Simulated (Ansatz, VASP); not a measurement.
**One calculation of Ti, two programs**

The input INCAR:

```
SYSTEM = Ti
PREC = Accurate
ENCUT = 520
EDIFF = 1E-6
ISMEAR = -1
SIGMA = 0.05
LREAL = .False.
LASPH = .True.
NELM = 80
ALGO = Normal
ISIF = 2
LWAVE = .False.
LCHARG = .False.
GGA = PE
NBANDS = 19
```

File KPOINTS:

```
regular mesh
0
Gamma
  9 9 5
  0 0 0
```

Contents of POSCAR:

```
Ti
1.0
    2.9598007364      0.0000000000      0.0000000000
   -1.4799003682      2.5632576703      0.0000000000
    0.0000000000      0.0000000000      4.6955482870
Ti
2
Direct
    0.3333333333      0.6666666667      0.2500000000
    0.6666666667      0.3333333333      0.7500000000
```

Input for Ansatz:

```yaml
crystal:
  lattice:
    - [2.9598007364491634, 0.0, 0.0]
    - [-1.4799003682245817, 2.5632576703248233, 0.0]
    - [0.0, 0.0, 4.695548286976977]
  atoms:
    - { symbol: Ti, position: [0.3333333333333333, 0.6666666666666666, 0.25] }
    - { symbol: Ti, position: [0.6666666666666666, 0.3333333333333333, 0.75] }
basis:
  ecutwfc: 450.0
kpoints:
  mp_grid:
    grid: [9, 9, 5]
hamiltonian:
  xc: pbe
  pseudopotentials:
    kind: paw
scf:
  occupations:
    method: fermi_dirac
    width: 0.05
output:
  stress: true
```

Alike in both runs: task single point; functional PBE; k mesh 9 × 9 × 5; occupations fermi-dirac, width 0.05 eV; no spin polarisation.

|  | VASP | Ansatz |
| --- | --- | --- |
| version | VASP 6.6.1 | Ansatz 0.2.0 |
| potentials or method | VASP PAW PBE potentials, release 64 (Ti_sv), cutoff 520 eV | plane waves, PAW |
| valence electrons in the cell | 24 | 24 |

|  | VASP | Ansatz | Ansatz less VASP |
| --- | --- | --- | --- |
| pressure (GPa) | -2.9 | -2.6 | +0.22 |
| traceless stress, the component that is largest in VASP (GPa) | -0.45 | -0.46 | -0.007 |

The functional is the same, so the differences come from potentials, cutoffs and numerics. Ansatz's warnings: structure snapped to symmetry.
